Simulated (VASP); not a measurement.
# Al in VASP: single point with PBE

Aim: the single point of Al with PBE.

All numbers are computed with VASP 6.6.1; they aren't measurements. Logs are shortened: lines on timing, memory, paths and dates and some standing lists are left out, and cuts for length are marked.

### 1 The cell of the first run

The cell holds a slab with vacuum, 12 atoms: a = 2.864 Å, b = 4.050 Å, c = 30.749 Å, α = 90.00°, β = 90.00°, γ = 90.00°.

### 2 Single point, PBE

Input file INCAR:

```
SYSTEM = Al
  ALGO = Normal
  DIPOL = 0.5 0.5 0.500
  EDIFF = 1E-6
  ENCUT = 520
  GGA = PE
  IDIPOL = 3
  ISIF = 2
  ISMEAR = 0
  LASPH = .True.
  LCHARG = .False.
  LDIPOL = .True.
  LREAL = .False.
  LWAVE = .False.
  NBANDS = 30
  NELM = 60
  PREC = Accurate
  SIGMA = 0.05
```

Input file KPOINTS:

```
k-points
0
Gamma
  17 12 1
  0 0 0
```

Input file POSCAR:

```
Al
1.0
    2.8635066922      0.0000000000      0.0000000000
    0.0000000000      4.0496100000      0.0000000000
    0.0000000000      0.0000000000     30.7492868069
Al
12
Direct
    0.0000000000      0.0000000000      0.2439080961
    0.5000000000      0.5000000000      0.2904702604
    1.0000000000      0.0000000000      0.3370324248
    0.5000000000      0.5000000000      0.3835945891
    1.0000000000      0.0000000000      0.4301567535
    0.5000000000      0.5000000000      0.4767189178
    1.0000000000      0.0000000000      0.5232810822
    0.5000000000      0.5000000000      0.5698432465
    1.0000000000      0.0000000000      0.6164054109
    0.5000000000      0.5000000000      0.6629675752
    1.0000000000      0.0000000000      0.7095297396
    0.5000000000      0.5000000000      0.7560919039
```

Potentials or basis: VASP PAW PBE potentials, release 64 (Al).

Command:

```sh
cat potpaw_PBE.64/Al/POTCAR > POTCAR
mpirun -np 1 vasp_std > vasp.out
```

OUTCAR:

```text
SYSTEM = Al
   EDIFF = 1E-6
   ENCUT = 520
   GGA = PE
   ISIF = 2
   ISMEAR = 0
   LASPH = .True.
   LREAL = .False.
   NELM = 60
   PREC = Accurate

 ion  position               nearest neighbor table
   1  0.000  0.000  0.244-   2 2.86   2 2.86   2 2.86   2 2.86   3 2.86
   2  0.500  0.500  0.290-   1 2.86   1 2.86   1 2.86   1 2.86   4 2.86   3 2.86   3 2.86   3 2.86
                             3 2.86
   3  0.000  0.000  0.337-   4 2.86   4 2.86   4 2.86   4 2.86   5 2.86   1 2.86   2 2.86   2 2.86
                             2 2.86   2 2.86
   4  0.500  0.500  0.384-   3 2.86   3 2.86   3 2.86   3 2.86   6 2.86   2 2.86   5 2.86   5 2.86
                             5 2.86   5 2.86
   5  0.000  0.000  0.430-   6 2.86   6 2.86   6 2.86   6 2.86   7 2.86   3 2.86   4 2.86   4 2.86
                             4 2.86   4 2.86
   6  0.500  0.500  0.477-   5 2.86   5 2.86   5 2.86   5 2.86   8 2.86   4 2.86   7 2.86   7 2.86
                             7 2.86   7 2.86
   7  0.000  0.000  0.523-   8 2.86   8 2.86   8 2.86   8 2.86   9 2.86   5 2.86   6 2.86   6 2.86
                             6 2.86   6 2.86
   8  0.500  0.500  0.570-   7 2.86   7 2.86   7 2.86   7 2.86  10 2.86   6 2.86   9 2.86   9 2.86
                             9 2.86   9 2.86
   9  0.000  0.000  0.616-  10 2.86  10 2.86  10 2.86  10 2.86  11 2.86   7 2.86   8 2.86   8 2.86
                             8 2.86   8 2.86
  10  0.500  0.500  0.663-   9 2.86   9 2.86   9 2.86   9 2.86  12 2.86   8 2.86  11 2.86  11 2.86
                            11 2.86  11 2.86
  11  0.000  0.000  0.710-  12 2.86  12 2.86  12 2.86  12 2.86   9 2.86  10 2.86  10 2.86  10 2.86
                            10 2.86
  12  0.500  0.500  0.756-  11 2.86  11 2.86  11 2.86  11 2.86  10 2.86

  LATTYP: Found a simple orthorhombic cell.
 ALAT       =     2.8635066922
 B/A-ratio  =     1.4142135624
 C/A-ratio  =    10.7383324407

  Lattice vectors:

 A1 = (   2.8635066922,   0.0000000000,   0.0000000000)
 A2 = (   0.0000000000,   4.0496100000,   0.0000000000)
 A3 = (   0.0000000000,   0.0000000000,  30.7492868069)

Analysis of symmetry for initial positions (statically):
=====================================================================
 Subroutine PRICEL returns:
 Original cell was already a primitive cell.

 Routine SETGRP: Setting up the symmetry group for a
 simple orthorhombic supercell.

 Subroutine GETGRP returns: Found  8 space group operations
 (whereof  4 operations were pure point group operations)
 out of a pool of  8 trial point group operations.

The static configuration has the point symmetry C_2v.
 The point group associated with its full space group is D_2h.

Analysis of symmetry for dynamics (positions and initial velocities):
=====================================================================
 Subroutine PRICEL returns:
 Original cell was already a primitive cell.

 Routine SETGRP: Setting up the symmetry group for a
 simple orthorhombic supercell.

 Subroutine GETGRP returns: Found  8 space group operations
 (whereof  4 operations were pure point group operations)
 out of a pool of  8 trial point group operations.

The dynamic configuration has the point symmetry C_2v.
 The point group associated with its full space group is D_2h.

 Subroutine INISYM returns: Found  8 space group operations
 (whereof  4 operations are pure point group operations),
 and found     1 'primitive' translations

----------------------------------------------------------------------------------------

                                     Primitive cell

  volume of cell :     356.5714

  direct lattice vectors                    reciprocal lattice vectors
     2.863506692  0.000000000  0.000000000     0.349222163  0.000000000  0.000000000
     0.000000000  4.049610000  0.000000000     0.000000000  0.246937359  0.000000000
     0.000000000  0.000000000 30.749286807     0.000000000  0.000000000  0.032521079

  length of vectors
     2.863506692  4.049610000 30.749286807     0.349222163  0.246937359  0.032521079

  position of ions in fractional coordinates (direct lattice)
     0.000000000  0.000000000  0.243908096
     0.500000000  0.500000000  0.290470260
     0.000000000  0.000000000  0.337032425
     0.500000000  0.500000000  0.383594589
     0.000000000  0.000000000  0.430156754
     0.500000000  0.500000000  0.476718918
     0.000000000  0.000000000  0.523281082
     0.500000000  0.500000000  0.569843246
     0.000000000  0.000000000  0.616405411
     0.500000000  0.500000000  0.662967575
     0.000000000  0.000000000  0.709529740
     0.500000000  0.500000000  0.756091904

[... 29 lines left out ...]

  Length of vectors
     0.020542480  0.020578113  0.032521079

  Shift w.r.t. Gamma in fractional coordinates (k-lattice)
     0.000000000  0.000000000  0.000000000

 Subroutine IBZKPT returns following result:
 ===========================================

 Found     63 irreducible k-points:

 Following reciprocal coordinates:
            Coordinates               Weight
  0.000000  0.000000  0.000000      1.000000
  0.058824  0.000000  0.000000      2.000000
  0.117647  0.000000  0.000000      2.000000
  0.176471  0.000000  0.000000      2.000000
  0.235294  0.000000  0.000000      2.000000
  0.294118  0.000000  0.000000      2.000000
[... 16 lines left out ...]
  0.235294  0.166667  0.000000      4.000000
  0.294118  0.166667  0.000000      4.000000
 [... further k-points ...]
   k-points           NKPTS =     63   k-points in BZ     NKDIM =     63   number of bands    NBANDS=     30
   number of dos      NEDOS =    301   number of ions     NIONS =     12
   total plane-waves  NPLWV = 172800
   dimension x,y,z NGX =    24 NGY =   30 NGZ =  240
   dimension x,y,z NGXF=    48 NGYF=   60 NGZF=  480
   ions per type =              12
   NGX,Y,Z   is equivalent  to a cutoff of  13.93, 12.32, 12.98 a.u.
   NGXF,Y,Z  is equivalent  to a cutoff of  27.87, 24.63, 25.95 a.u.
 SYSTEM =  Al
   PREC   = accura    normal or accurate (medium, high low for compatibility)
   ISTART =      0    job   : 0-new  1-cont  2-samecut
   ICHARG =      2    charge: 1-file 2-atom 10-const
   ISPIN  =      1    spin polarized calculation?
   LNONCOLLINEAR =      F non collinear calculations
   LSORBIT =      F    spin-orbit coupling
   LASPH  =      T    aspherical Exc in radial PAW
   ENCUT  =  520.0 eV  38.22 Ry    6.18 a.u.   5.32  7.53 57.17*2*pi/ulx,y,z
   NELM   =     60;   NELMIN=  2; NELMDL= -5     # of ELM steps
   EDIFF  = 0.1E-05   stopping-criterion for ELM
   LREAL  =      F    real-space projection
[... 7 lines left out ...]
   TEBEG  =    0.0;   TEEND  =   0.0 temperature during run
   PSTRESS=    0.0 pullay stress
   NELECT =      36.0000    total number of electrons
   NUPDOWN=      -1.0000    fix difference up-down
   EMIN   =  10.00;   EMAX   =-10.00  energy-range for DOS
   EFERMI =   0.00;   METHOD = LEGACY
   ISMEAR =     0;   SIGMA  =   0.05  broadening in eV -4-tet -1-fermi 0-gaus
   EFERMI_NEDOS =   21; number of points for ismear=-14 and -15
   IALGO  =     38    algorithm
   IMIX   =      4    mixing-type and parameters
     AMIX     =   0.40;   BMIX     =  1.00
     AMIX_MAG =   1.60;   BMIX_MAG =  1.00
  volume/ion in A,a.u.               =      29.71       200.52
  Fermi-wavevector in a.u.,A,eV,Ry     =   0.762302  1.440541  7.906397  0.581104
  Thomas-Fermi vector in A             =   1.861733
   LORBIT       =      0    0 simple, 1 ext, 2 COOP (PROOUT), +10 PAW based schemes
   GGA     = PE    functional components
   LHFCALC =     F    Hartree Fock is set to
   AEXX    =    0.0000 exact exchange contribution
   IVDW    =     0    specifies the selected vdW correction
   LEPSILON=     F    determine dielectric tensor
   LRPA    =     F    only Hartree local field effects (RPA)
 non-spin polarized calculation
 Gauss-broadening in eV      SIGMA  =   0.05
  energy-cutoff  :      520.00
  volume of cell :      356.57
 maximum number of plane-waves:      9657
 NGX is ok and might be reduce to    24
   NGX = 11   NGY = 15   NGZ =115

 number of electron      36.0000000 magnetization

 dipolmoment           0.000000      0.000000      0.000000 electrons x Angstroem

 Free energy of the ion-electron system (eV)
  ---------------------------------------------------
  ext. energy  EPLUGINS =         0.00000000
  ---------------------------------------------------
  free energy    TOTEN  =       -43.49310084 eV

  energy without entropy =      -43.48740776  energy(sigma->0) =      -43.49025430

 E-fermi :   2.7101     XC(G=0):  -6.3663

 val. band max:        2.6977709131   @ k =   0.0000   0.0833   0.0000
 cond. band min:       2.7116594751   @ k =   0.4118   0.0000   0.0000
 fundamental gap:      0.0138885620
 Fermi energy:         2.7101296871

 k-point     1 :       0.0000    0.0000    0.0000
  band No.  band energies     occupation
      1      -8.2720      2.00000
      2      -7.9241      2.00000
      3      -7.3471      2.00000
      4      -6.5506      2.00000
      5      -5.5557      2.00000
      6      -4.3913      2.00000
[... 781 lines left out ...]
     29       6.0268      0.00000
     30       6.2511      0.00000

 [... further k-points ...]

------------------------ aborting loop because EDIFF is reached ----------------------------------------

 vacuum level on the upper side and lower side of the slab       (xc-potential included)        -0.137        -0.137

  FORCE on cell =-STRESS in cart. coord.  units (eV):
  Direction    XX          YY          ZZ          XY          YZ          ZX
  --------------------------------------------------------------------------------------
  -------------------------------------------------------------------------------------
  Total       -3.2475033     -1.3622728     -1.4339169      0.0000000      0.0000000      0.0000000
  in kB      -14.5919636     -6.1210825     -6.4430000      0.0000000      0.0000000      0.0000000
  external PRESSURE =      -9.0520153 kB  Pullay stress =       0.0000000 kB

 VOLUME and BASIS-vectors are now :
 -----------------------------------------------------------------------------
  energy-cutoff  :      520.00
  volume of cell :      356.57
      direct lattice vectors                 reciprocal lattice vectors
     2.863506692  0.000000000  0.000000000     0.349222163  0.000000000  0.000000000
     0.000000000  4.049610000  0.000000000     0.000000000  0.246937359  0.000000000
     0.000000000  0.000000000 30.749286807     0.000000000  0.000000000  0.032521079

 POSITION                                       TOTAL-FORCE (eV/Angst)
 -----------------------------------------------------------------------------------
      0.00000      0.00000      7.50000         0.000000      0.000000      0.249773
      1.43175      2.02481      8.93175         0.000000      0.000000     -0.196631
      0.00000      0.00000     10.36351         0.000000      0.000000      0.014327
      1.43175      2.02481     11.79526         0.000000      0.000000     -0.025481
      0.00000      0.00000     13.22701         0.000000      0.000000      0.005303
      1.43175      2.02481     14.65877         0.000000      0.000000      0.031403
      0.00000      0.00000     16.09052         0.000000      0.000000     -0.031403
      1.43175      2.02481     17.52227         0.000000      0.000000     -0.005303
      0.00000      0.00000     18.95403         0.000000      0.000000      0.025481
      1.43175      2.02481     20.38578         0.000000      0.000000     -0.014327
      0.00000      0.00000     21.81753         0.000000      0.000000      0.196631
      1.43175      2.02481     23.24929         0.000000      0.000000     -0.249773
 -----------------------------------------------------------------------------------
    total drift:                                0.000000     -0.000000      0.000000

  FREE ENERGIE OF THE ION-ELECTRON SYSTEM (eV)
  ---------------------------------------------------
  free  energy   TOTEN  =       -43.4931008425 eV

  energy  without entropy=      -43.4874077623  energy(sigma->0) =      -43.49025430

 vacuum level on the upper side and lower side of the slab         6.627         6.627
```

Wall time 9.5 min (1 thread of Intel Xeon 6975P-C (Granite Rapids), shared host); peak memory 0.7 GiB.

What came out:

| Quantity | Value |
| --- | --- |
| Free energy | -43.4931 eV |
| Largest force | 0.250 eV/Å |
| Band gap on the k mesh | zero (bands 18 and 19 overlap by 2.64 eV) |

Forces in eV/Å, atoms in the order of the input:
```
Al   0.000  0.000  0.250
Al   0.000  0.000 -0.197
Al   0.000  0.000  0.014
Al   0.000  0.000 -0.025
Al   0.000  0.000  0.005
Al   0.000  0.000  0.031
Al   0.000  0.000 -0.031
Al   0.000  0.000 -0.005
Al   0.000  0.000  0.025
Al   0.000  0.000 -0.014
Al   0.000  0.000  0.197
Al   0.000  0.000 -0.250
```
